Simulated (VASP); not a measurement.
# LiCl (Fm-3m) in VASP: settings compared

LiCl is run at these levels: PBE+D4, RPBE+D3(BJ), PBE; tasks: relaxation of cell and atoms, single point.

All numbers are computed with VASP 6.6.1; they aren't measurements. Logs are shortened: lines on timing, memory, paths and dates and some standing lists are left out, and cuts for length are marked.

### 1 The cell of the first run

It takes space group Fm-3m (No. 225, cubic). The conventional cell has a = 5.130 Å, b = 5.130 Å, c = 5.130 Å, α = 90.00°, β = 90.00°, γ = 90.00°. Within 3.4 Å of Cl (site symmetry m-3m) lie 6 Li at 2.56 Å. Li (site symmetry m-3m) has 6 Cl at 2.56 Å within 3.4 Å.

### 2 Relaxation of cell and atoms, PBE+D4

The input, INCAR:

```
ALGO = Normal ; EDIFF = 1E-7
EDIFFG = -0.01 ; ENCUT = 600
GGA = PE ; IBRION = 2
ISIF = 3 ; ISMEAR = -1
IVDW = 13 ; LASPH = T
LCHARG = F ; LREAL = F
LWAVE = F ; NELM = 60
NSW = 60 ; PREC = Accurate
SIGMA = 0.05
```

The input, KPOINTS:

```
k-points
0
Gamma
  9 9 9
```

The input, POSCAR:

```
LiCl
1.0
    0.0000000000      2.5647700000      2.5647700000
    2.5647700000      0.0000000000      2.5647700000
    2.5647700000      2.5647700000      0.0000000000
Cl Li
1 1
Direct
    0.5000000000      0.5000000000      0.5000000000
    0.0000000000      0.0000000000      0.0000000000
```

Potentials or basis: VASP PAW PBE potentials, release 64 (Cl, Li_sv).

Run with:

```bash
$ cat potpaw_PBE.64/Cl/POTCAR potpaw_PBE.64/Li_sv/POTCAR > POTCAR
$ mpirun -np 1 vasp_std > vasp.out
```

OUTCAR:

```text
EDIFF = 1E-7
   EDIFFG = -0.01
   ENCUT = 600
   GGA = PE
   IBRION = 2
   ISIF = 3
   ISMEAR = -1
   IVDW = 13
   LASPH = T
   LREAL = F
   NELM = 60
   NSW = 60
   PREC = Accurate

 ion  position               nearest neighbor table
   1  0.500  0.500  0.500-   2 2.56   2 2.56   2 2.56   2 2.56   2 2.56   2 2.56
   2  0.000  0.000  0.000-   1 2.56   1 2.56   1 2.56   1 2.56   1 2.56   1 2.56

  LATTYP: Found a face centered cubic cell.
 ALAT       =     5.1295400000

  Lattice vectors:

 A1 = (   0.0000000000,   2.5647700000,   2.5647700000)
 A2 = (   2.5647700000,   0.0000000000,   2.5647700000)
 A3 = (   2.5647700000,   2.5647700000,   0.0000000000)

Analysis of symmetry for initial positions (statically):
=====================================================================
 Subroutine PRICEL returns:
 Original cell was already a primitive cell.

 Routine SETGRP: Setting up the symmetry group for a
 face centered cubic supercell.

 Subroutine GETGRP returns: Found 48 space group operations
 (whereof 48 operations were pure point group operations)
 out of a pool of 48 trial point group operations.

The static configuration has the point symmetry O_h .

Analysis of symmetry for dynamics (positions and initial velocities):
=====================================================================
 Subroutine PRICEL returns:
 Original cell was already a primitive cell.

 Routine SETGRP: Setting up the symmetry group for a
 face centered cubic supercell.

 Subroutine GETGRP returns: Found 48 space group operations
 (whereof 48 operations were pure point group operations)
 out of a pool of 48 trial point group operations.

The dynamic configuration has the point symmetry O_h .

 Subroutine INISYM returns: Found 48 space group operations
 (whereof 48 operations are pure point group operations),
 and found     1 'primitive' translations

----------------------------------------------------------------------------------------

                                     Primitive cell

  volume of cell :      33.7423

  direct lattice vectors                    reciprocal lattice vectors
     0.000000000  2.564770000  2.564770000    -0.194949255  0.194949255  0.194949255
     2.564770000  0.000000000  2.564770000     0.194949255 -0.194949255  0.194949255
     2.564770000  2.564770000  0.000000000     0.194949255  0.194949255 -0.194949255

  length of vectors
     3.627132518  3.627132518  3.627132518     0.337662014  0.337662014  0.337662014

  position of ions in fractional coordinates (direct lattice)
     0.500000000  0.500000000  0.500000000
     0.000000000  0.000000000  0.000000000

  ion indices of the primitive-cell ions
   primitive index   ion index
                 1           1
                 2           2

----------------------------------------------------------------------------------------

 KPOINTS: k-points

Automatic generation of k-mesh.
 Grid dimensions read from file:
 generate k-points for:    9    9    9

 Generating k-lattice:

  Cartesian coordinates                     Fractional coordinates (reciprocal lattice)
    -0.021661028  0.021661028  0.021661028     0.111111111  0.000000000  0.000000000
     0.021661028 -0.021661028  0.021661028     0.000000000  0.111111111  0.000000000
     0.021661028  0.021661028 -0.021661028     0.000000000  0.000000000  0.111111111

  Length of vectors
     0.037518002  0.037518002  0.037518002

  Shift w.r.t. Gamma in fractional coordinates (k-lattice)
     0.000000000  0.000000000  0.000000000

 Subroutine IBZKPT returns following result:
 ===========================================

 Found     35 irreducible k-points:

 Following reciprocal coordinates:
            Coordinates               Weight
  0.000000  0.000000  0.000000      1.000000
  0.111111  0.000000  0.000000      8.000000
  0.222222  0.000000  0.000000      8.000000
  0.333333  0.000000  0.000000      8.000000
  0.444444  0.000000  0.000000      8.000000
  0.111111  0.111111  0.000000      6.000000
[... 16 lines left out ...]
 -0.333333  0.333333  0.000000     12.000000
  0.444444  0.444444  0.000000      6.000000
 [... further k-points ...]
   k-points           NKPTS =     35   k-points in BZ     NKDIM =     35   number of bands    NBANDS=      9
   number of dos      NEDOS =    301   number of ions     NIONS =      2
   total plane-waves  NPLWV =  27000
   dimension x,y,z NGX =    30 NGY =   30 NGZ =   30
   dimension x,y,z NGXF=    60 NGYF=   60 NGZF=   60
   ions per type =               1   1
   NGX,Y,Z   is equivalent  to a cutoff of  13.75, 13.75, 13.75 a.u.
   NGXF,Y,Z  is equivalent  to a cutoff of  27.50, 27.50, 27.50 a.u.
 SYSTEM =  unknown system
   PREC   = accura    normal or accurate (medium, high low for compatibility)
   ISTART =      0    job   : 0-new  1-cont  2-samecut
   ICHARG =      2    charge: 1-file 2-atom 10-const
   ISPIN  =      1    spin polarized calculation?
   LNONCOLLINEAR =      F non collinear calculations
   LSORBIT =      F    spin-orbit coupling
   LASPH  =      T    aspherical Exc in radial PAW
   ENCUT  =  600.0 eV  44.10 Ry    6.64 a.u.   7.24  7.24  7.24*2*pi/ulx,y,z
   NELM   =     60;   NELMIN=  2; NELMDL= -5     # of ELM steps
   EDIFF  = 0.1E-06   stopping-criterion for ELM
   LREAL  =      F    real-space projection
   EDIFFG = -.1E-01   stopping-criterion for IOM
   NSW    =     60    number of steps for IOM
   IBRION =      2    ionic relax: 0-MD 1-quasi-New 2-CG
   NFREE  =      1    steps in history (QN), initial steepest desc. (CG)
   ISIF   =      3    stress and relaxation
   ISYM   =      2    0-nonsym 1-usesym 2-fastsym
   POTIM  = 0.5000    time-step for ionic-motion
   TEBEG  =    0.0;   TEEND  =   0.0 temperature during run
   PSTRESS=    0.0 pullay stress
   NELECT =      10.0000    total number of electrons
   NUPDOWN=      -1.0000    fix difference up-down
   EMIN   =  10.00;   EMAX   =-10.00  energy-range for DOS
   EFERMI =   0.00;   METHOD = LEGACY
   ISMEAR =    -1;   SIGMA  =   0.05  broadening in eV -4-tet -1-fermi 0-gaus
   EFERMI_NEDOS =   21; number of points for ismear=-14 and -15
   IALGO  =     38    algorithm
   IMIX   =      4    mixing-type and parameters
     AMIX     =   0.40;   BMIX     =  1.00
     AMIX_MAG =   1.60;   BMIX_MAG =  1.00
  volume/ion in A,a.u.               =      16.87       113.85
  Fermi-wavevector in a.u.,A,eV,Ry     =   1.091482  2.062601 16.209056  1.191332
  Thomas-Fermi vector in A             =   2.227728
   LORBIT       =      0    0 simple, 1 ext, 2 COOP (PROOUT), +10 PAW based schemes
   GGA     = PE    functional components
   LHFCALC =     F    Hartree Fock is set to
   AEXX    =    0.0000 exact exchange contribution
   IVDW    =    13    specifies the selected vdW correction
   LEPSILON=     F    determine dielectric tensor
   LRPA    =     F    only Hartree local field effects (RPA)
 conjugate gradient relaxation of ions
 non-spin polarized calculation
  energy-cutoff  :      600.00
  volume of cell :       33.74
 maximum number of plane-waves:      1147
 NGX is ok and might be reduce to    30
   NGX = 15   NGY = 15   NGZ = 15

--------------------------------------- Ionic step        1  -------------------------------------------

 number of electron      10.0000004 magnetization

 Free energy of the ion-electron system (eV)
  ---------------------------------------------------
  ext. energy  EPLUGINS =         0.00000000
  ---------------------------------------------------
  free energy    TOTEN  =        -7.38546594 eV

  energy without entropy =       -7.38546594  energy(sigma->0) =       -7.38546594

------------------------ aborting loop because EDIFF is reached ----------------------------------------

  DFT-D4 for vdW energy calculation

  Edisp (eV):   -0.24356

  FORCE on cell =-STRESS in cart. coord.  units (eV):
  Direction    XX          YY          ZZ          XY          YZ          ZX
  --------------------------------------------------------------------------------------
  -------------------------------------------------------------------------------------
  Total      -0.19104    -0.19104    -0.19104    -0.00000    -0.00000     0.00000
  in kB      -9.07115    -9.07115    -9.07115    -0.00000    -0.00000     0.00000
  external pressure =       -9.07 kB  Pullay stress =        0.00 kB
[... 61 lines left out ...]
  energy  without entropy=       -7.6310148834  energy(sigma->0) =       -7.63101488

--------------------------------------- Ionic step        3  -------------------------------------------

 number of electron       9.9999997 magnetization

 Free energy of the ion-electron system (eV)
  ---------------------------------------------------
  ext. energy  EPLUGINS =         0.00000000
  ---------------------------------------------------
  free energy    TOTEN  =        -7.38123624 eV

  energy without entropy =       -7.38123624  energy(sigma->0) =       -7.38123624

 E-fermi :   1.9827     XC(G=0):  -8.8476

 val. band max:        0.7848166334   @ k =   0.0000   0.0000   0.0000
 cond. band min:       7.2826348192   @ k =   0.0000   0.0000   0.0000
 fundamental gap:      6.4978181859
 Fermi energy:         1.9827015628

 k-point     1 :       0.0000    0.0000    0.0000
  band No.  band energies     occupation
      1     -42.6894      2.00000
      2     -12.7081      2.00000
      3       0.7848      2.00000
      4       0.7848      2.00000
      5       0.7848      2.00000
      6       7.2826      0.00000
      7      12.7451      0.00000
      8      12.7451      0.00000
      9      12.7451      0.00000
[... 265 lines left out ...]
 k-point    24 :       0.4444    0.4444    0.0000
  band No.  band energies     occupation
      1     -42.6854      2.00000
      2     -11.8703      2.00000
      3      -2.1441      2.00000
      4      -0.3363      2.00000
      5      -0.3363      2.00000
      6       8.7870      0.00000
      7       9.1019      0.00000
      8      13.1720      0.00000
      9      14.9499      0.00000

 [... further k-points ...]

------------------------ aborting loop because EDIFF is reached ----------------------------------------

  DFT-D4 for vdW energy calculation

  Edisp (eV):   -0.25043

  FORCE on cell =-STRESS in cart. coord.  units (eV):
  Direction    XX          YY          ZZ          XY          YZ          ZX
  --------------------------------------------------------------------------------------
  -------------------------------------------------------------------------------------
  Total      -0.00328    -0.00328    -0.00328     0.00000    -0.00000     0.00000
  in kB      -0.15989    -0.15989    -0.15989     0.00000    -0.00000     0.00000
  external pressure =       -0.16 kB  Pullay stress =        0.00 kB
[... 17 lines left out ...]
  FREE ENERGIE OF THE ION-ELECTRON SYSTEM (eV)
  ---------------------------------------------------
  free  energy   TOTEN  =        -7.6316658995 eV

  energy  without entropy=       -7.6316658995  energy(sigma->0) =       -7.63166590

 reached required accuracy - stopping structural energy minimisation
```

Wall time 44 s (1 thread of AMD EPYC 7R43 (Zen 3), shared host); peak memory 0.13 GiB.

What came out:

```yaml
Free_energy: -7.6317 eV
Relaxed_volume: 16.42 Å³/atom
Relaxed_cell: a = 3.595 Å, b = 3.595 Å, c = 3.595 Å, α = 60.00°, β = 60.00°, γ = 60.00°
Space_group_after_relaxing_to_0.05_Å: Fm-3m (No. 225)
Energy_gained_by_relaxing: 1.3 meV/atom
Ionic_steps: 3
Pressure_after_relaxing: 0.0 GPa
Band_gap_on_the_k_mesh: 6.50 eV, direct
Dispersion_energy_per_atom: -0.125 eV
```

Step by step:
```
step  energy change (eV)  largest force (eV/Å)  pressure (GPa)  volume (Å³)
   1              0.0000                0.0000           -0.91        33.74
   2             -0.0020                0.0000           -0.46        33.28
   3             -0.0026                0.0000           -0.02        32.84
```

Final structure:
```xyz
2
Lattice="0.0000 2.5418 2.5418 2.5418 0.0000 2.5418 2.5418 2.5418 0.0000" Properties=species:S:1:pos:R:3 pbc="T T T"
Cl    2.5418    2.5418    2.5418
Li    0.0000    0.0000    0.0000
```

Levels at points of the mesh, in eV from the valence-band top:
| k point | band 1 | band 2 | band 3 | band 4 | band 5 | band 6 | band 7 | band 8 | band 9 |
| --- | --- | --- | --- | --- | --- | --- | --- | --- | --- |
| (0.00, 0.00, 0.00) | -43.47 | -13.49 | 0.00 | 0.00 | 0.00 | 6.50 | 11.96 | 11.96 | 11.96 |

Caveat: the cutoff is under 1.25 times the usual one of these potentials, so pressure, stress and relaxed cells hold a basis-set (Pulay) error. A k mesh can miss the band edges.

### 3 Relaxation of cell and atoms, RPBE+D3(BJ)

The input, INCAR:

```
PREC     = Accurate       # precision mode
ENCUT    = 600            # plane-wave cutoff, eV
EDIFF    = 1E-6           # SCF threshold, eV
ISMEAR   = -1             # smearing method
SIGMA    = 0.05           # smearing width, eV
LREAL    = False          # projectors in reciprocal space
LASPH    = True           # aspherical terms in the spheres
NELM     = 60             # most SCF steps
ALGO     = Normal         # electronic algorithm
ISIF     = 3              # what is computed and relaxed
LWAVE    = False          # write WAVECAR
LCHARG   = False          # write CHGCAR
GGA      = RP             # functional
IVDW     = 12             # dispersion correction
IBRION   = 2              # ionic algorithm
NSW      = 60             # ionic steps
EDIFFG   = -0.01          # ionic threshold
```

The input, KPOINTS:

```
regular mesh
0
Gamma
  9 9 9
```

POSCAR is that of step 2.

Potentials or basis: VASP PAW PBE potentials, release 64 (Cl, Li_sv).

Run with:

```bash
$ cat potpaw_PBE.64/Cl/POTCAR potpaw_PBE.64/Li_sv/POTCAR > POTCAR
$ mpirun -np 1 vasp_std > vasp.out
```

Wall time 56 s (1 thread of AMD EPYC 7R43 (Zen 3), shared host); peak memory 0.15 GiB.

The run converged. Its results:

| Quantity | Value |
| --- | --- |
| Free energy | -8.8283 eV |
| Relaxed volume | 13.42 Å³/atom |
| Relaxed cell | a = 3.360 Å, b = 3.360 Å, c = 3.360 Å, α = 60.00°, β = 60.00°, γ = 60.00° |
| Space group after relaxing (to 0.05 Å) | Fm-3m (No. 225) |
| Energy gained by relaxing | 104.0 meV/atom |
| Ionic steps | 5 |
| Pressure after relaxing | -0.1 GPa |
| Band gap on the k mesh | 7.21 eV, indirect (least direct gap 7.58 eV) |
| Dispersion energy per atom | -1.074 eV |

Step by step:
```csv
step,energy change (eV),largest force (eV/Å),pressure (GPa),volume (Å³)
1,0.0000,0.0000,-7.82,33.74
2,-0.1568,0.0000,-4.80,29.88
3,-0.2066,0.0000,-0.92,27.24
4,-0.2079,0.0000,0.16,26.70
5,-0.2079,0.0000,-0.11,26.83
```

Final structure:
```cif
data_structure
_symmetry_space_group_name_H-M 'P 1'
_symmetry_Int_Tables_number 1
_cell_length_a 3.3603
_cell_length_b 3.3603
_cell_length_c 3.3603
_cell_angle_alpha 60.000
_cell_angle_beta 60.000
_cell_angle_gamma 60.000
_cell_volume 26.83
loop_
_atom_site_label
_atom_site_type_symbol
_atom_site_fract_x
_atom_site_fract_y
_atom_site_fract_z
_atom_site_occupancy
Cl1 Cl 0.50000 0.50000 0.50000 1
Li1 Li 0.00000 0.00000 0.00000 1
```

Levels at points of the mesh, in eV from the valence-band top:
```
           k point  band 2  band 3  band 4  band 5  band 6  band 7  band 8  band 9
(0.00, 0.00, 0.00)  -14.36    0.00    0.00    0.00    8.13   12.11   12.11   12.11
```

Caveat: the cutoff is under 1.25 times the usual one of these potentials, so pressure, stress and relaxed cells hold a basis-set (Pulay) error; the volume moved by over 15 % at a fixed basis, so the end points are rough; the PAW data sets were made with another functional, which shifts forces and pressure a little; the volume moved by -20 % from the deposited cell, more than functionals usually miss. A k mesh can miss the band edges.

### 4 Single point, PBE

This run uses another cell than the first one, of 15.86 Å³/atom, 0.940 times its volume.

The input, INCAR:

```
SYSTEM = LiCl
PREC = Accurate ; ENCUT = 520
EDIFF = 1E-7 ; ISMEAR = -1
SIGMA = 0.05 ; LREAL = .FALSE.
LASPH = .TRUE. ; NELM = 80
ALGO = Normal ; ISIF = 2
LWAVE = .FALSE. ; LCHARG = .FALSE.
GGA = PE ; NBANDS = 12
```

The input, KPOINTS:

```
regular mesh
0
G
  9 9 9
  0 0 0
```

The input, POSCAR:

```
LiCl
1.0
    0.0000000000      2.5124130641      2.5124130641
    2.5124130641      0.0000000000      2.5124130641
    2.5124130641      2.5124130641      0.0000000000
Cl Li
1 1
Direct
    0.5000000000      0.5000000000      0.5000000000
    0.0000000000      0.0000000000      0.0000000000
```

Run with:

```bash
$ cat potpaw_PBE.64/Cl/POTCAR potpaw_PBE.64/Li_sv/POTCAR > POTCAR
$ mpirun -np 1 vasp_std > vasp.out
```

Run time: 8.6 s. Hardware: 1 thread of Intel Xeon 6975P-C (Granite Rapids), shared host; peak memory 0.15 GiB.

The run converged. Its results:

```yaml
Free_energy: -7.3668 eV
Band_gap_on_the_k_mesh: 6.71 eV, direct
```

Levels at points of the mesh, in eV from the valence-band top:
```tsv
k point	band 3	band 4	band 5	band 6	band 7	band 8
(0.00, 0.00, 0.00)	0.00	0.00	0.00	6.71	11.98	11.98
```

Caveat: the cutoff is under 1.25 times the usual one of these potentials, so pressure, stress and relaxed cells hold a basis-set (Pulay) error.

### 5 Summary

```csv
task,level,cell,cutoff (eV),gap on the mesh (eV),pressure (GPa),relaxed volume (Å³/atom)
relaxation of cell and atoms,PBE+D4,"relaxed from a = 3.627 Å, angles 60.0°, 2 atoms",600,6.50,0.0,16.42
relaxation of cell and atoms,RPBE+D3(BJ),"relaxed from a = 3.627 Å, angles 60.0°, 2 atoms",600,7.21,-0.1,13.42
single point,PBE,"a = 3.553 Å, angles 60.0°, 2 atoms",520,6.71,-,-
```

Alike in all rows: potentials or basis VASP PAW PBE potentials, release 64 (Cl, Li_sv); no spin polarisation; k mesh 9 × 9 × 9; smearing fermi-dirac 0.05 eV.

Caveats: the cutoff is under 1.25 times the usual one of these potentials, so pressure, stress and relaxed cells hold a basis-set (Pulay) error; the volume moved by over 15 % at a fixed basis, so the end points are rough (some runs); the PAW data sets were made with another functional, which shifts forces and pressure a little (some runs); the volume moved by -20 % from the deposited cell, more than functionals usually miss (some runs).

Total energies depend on the potentials used, so only differences within one code and one set of settings carry meaning.
